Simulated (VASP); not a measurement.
A run of VASP 6.6.1:

File INCAR:

```
SYSTEM = CsNdBr4
  PREC = Accurate
  ENCUT = 500
  EDIFF = 1E-6
  ISMEAR = 0
  SIGMA = 0.01
  LREAL = .False.
  LASPH = .True.
  NELM = 200
  ALGO = Normal
  ISIF = 2
  LWAVE = .False.
  LCHARG = .False.
  GGA = PE
  NBANDS = 33
  GGA_COMPAT = .False.
  LMAXMIX = 6
```

File KPOINTS:

```
Automatic mesh
0
Gamma
  8 8 4
  0 0 0
```

The input POSCAR:

```
CsNdBr4
1.0
    4.2618979272      0.0000000000      0.0000000000
    0.0000000000      4.2618979272      0.0000000000
    0.0000000000      0.0000000000     10.4751217544
Cs Nd Br
1 1 4
Direct
    0.5000000000      0.5000000000      0.5000000000
    0.0000000000      0.0000000000      0.0000000000
    0.0000000000      0.0000000000      0.7049141331
    0.5000000000      0.5000000000      0.1452616102
    0.5000000000      0.5000000000      0.8547383898
    0.0000000000      0.0000000000      0.2950858669
```

Potentials or basis: VASP PAW PBE potentials, release 64 (Cs_sv, Nd_3, Br), 4f in core.

Command:

```sh
$ cat potpaw_PBE.64/Cs_sv/POTCAR potpaw_PBE.64/Nd_3/POTCAR potpaw_PBE.64/Br/POTCAR > POTCAR
$ mpirun -np 1 vasp_std > vasp.out
```

Hardware: 1 thread of Intel(R) Xeon(R) 6975P-C (Granite Rapids), on a shared host.

Problem. Estimate the wall time of this run.

Solution. Run time: 110 s on 1 thread of Intel(R) Xeon(R) 6975P-C (Granite Rapids) (shared host), peak memory 0.43 GiB. Counts: scf iterations 14, k points 45.
